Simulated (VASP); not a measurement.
Set up this calculation in VASP 6.6.1, as the native input.

| Quantity | Value |
| --- | --- |
| Task | single point |
| Functional | PBE |
| Potentials or basis | VASP PAW PBE potentials, release 64 (H, Si, Cl) |
| Cutoff | 520 eV |
| k mesh | 2 × 2 × 1 |
| Occupations | fermi-dirac, width 0.05 eV |
| Spin | no spin polarisation |
| Dipole correction | no |
| Further INCAR settings | LREAL = Auto; ALGO = Normal; EDIFF = 1e-06; NBANDS = 72 |

The structure of Si10H4Cl lies in POSCAR:

```
Si10H4Cl
1.0
    7.6791800000      0.0000000000      0.0000000000
    0.0000000000      7.6791800000      0.0000000000
    0.0000000000      0.0000000000     17.2555000000
H Si Cl
8 20 2
Direct
    0.4093926695      0.0000000000      0.0579525369
    0.0906086327      0.0000000000      0.0579525369
    0.9093939718      0.0000000000      0.0579525369
    0.5906099349      0.0000000000      0.0579525369
    0.4093926695      0.5000013022      0.0579525369
    0.0906086327      0.5000013022      0.0579525369
    0.9093939718      0.5000013022      0.0579525369
    0.5906099349      0.5000013022      0.0579525369
    0.2500006511      0.0000000000      0.1081104575
    0.7500019533      0.0000000000      0.1081104575
    0.2500006511      0.5000013022      0.1081104575
    0.7500019533      0.5000013022      0.1081104575
    0.2468492730      0.2637781638      0.1814088262
    0.7481267531      0.2515242513      0.1931384196
    0.2317434934      0.7542602205      0.1857089044
    0.7508614201      0.7544034650      0.1917011967
   -0.0089202233      0.2405855834      0.2739648228
    0.4870702341      0.2765269208      0.2690910145
   -0.0039848005      0.7781950677      0.2758077135
    0.4763920106      0.7397534633      0.2615745704
    0.0220466248      0.0284405366      0.3787546000
    0.4593068531      0.0081519121      0.3410738605
   -0.0160824463      0.5054966806      0.3565529831
    0.4567024083      0.5295226834      0.3601286546
    0.2599756745      0.0546803174      0.4510503897
    0.7291012843      0.0662570743      0.4143548434
    0.2362361606      0.3507405739      0.3904899887
    0.7211707500      0.4147317813      0.4146619918
    0.7314973734     -0.0424784938      0.5305960418
    0.6660997659      0.5105362812      0.5474370491
```

One way to write it, as run:

INCAR

```
SYSTEM = Si10H4Cl
PREC = Accurate
ENCUT = 520
EDIFF = 1E-6
ISMEAR = -1
SIGMA = 0.05
LREAL = Auto
LASPH = .TRUE.
NELM = 80
ALGO = Normal
ISIF = 2
LWAVE = .FALSE.
LCHARG = .TRUE.
GGA = PE
LELF = .TRUE.
LVHAR = .TRUE.
NBANDS = 72
```

KPOINTS

```
Automatic mesh
0
G
  2 2 1
  0 0 0
```

Potentials or basis: VASP PAW PBE potentials, release 64 (H, Si, Cl).

The run is started by

```sh
$ cat potpaw_PBE.64/H/POTCAR potpaw_PBE.64/Si/POTCAR potpaw_PBE.64/Cl/POTCAR > POTCAR
$ mpirun -np 1 vasp_std > vasp.out
```

Results of the run:

| Quantity | Value |
| --- | --- |
| Largest force | 3.560 eV/Å |
| Band gap on the k mesh | 0.64 eV, indirect (least direct gap 0.69 eV) |

It took 12 min on 1 thread of AMD EPYC 7R43 64-Core Processor (Zen 3), with other jobs on the host, peak memory 0.89 GiB.
